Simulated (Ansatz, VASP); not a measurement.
## Ti3CuBr in VASP and in Ansatz

```xyz
5
Lattice="4.6290 0.0000 0.0000 0.0000 4.6290 0.0000 0.0000 0.0000 4.6290" Properties=species:S:1:pos:R:3 pbc="T T T"
Ti    0.0000    2.3145    2.3145
Ti    2.3145    0.0000    2.3145
Ti    2.3145    2.3145    0.0000
Cu    0.0000    0.0000    0.0000
Br    2.3145    2.3145    2.3145
```

Change from the starting cell: species swapped into the Mn3IrN type (Pm-3m, No. 221).

Alike in both runs: functional PBE; k mesh 4 × 4 × 4; occupations gaussian, width 0.1 eV; collinear spin.

Ansatz relaxed the structure, and its values are those at the end. VASP's run is a single point on that final structure, the one shown.

```csv
,VASP,Ansatz
version,VASP 6.6.1,Ansatz 0.2.0
potentials or method,"VASP PAW PBE potentials, release 64 (Ti_sv, Cu, Br), cutoff 520 eV","scalar-relativistic, plane waves, PAW"
valence electrons in the cell,54,62
```

VASP gave:

```
gap on the k mesh at the Fermi level (eV)                     : none
pressure (GPa)                                                : 0.2
net moment per atom (μB)                                      : 0.16
size of the moment on the site where the two differ most (μB) : 0.22
```

Question: What did Ansatz give for the same quantities?

Answer: gap on the k mesh at the Fermi level (eV): none; pressure (GPa): 0.0; net moment per atom (μB): 0.16; size of the moment on the site where the two differ most (μB): 0.19.

Site moments also hang on the region over which each program counts them. A gap of «none» marks a metal or a gap that the smearing closes. With one functional, cell and mesh, what is left measures potentials, basis and numerics. VASP's potentials hold 54 valence electrons a cell and Ansatz's 62, so a difference there can come from the potentials and not from the codes.
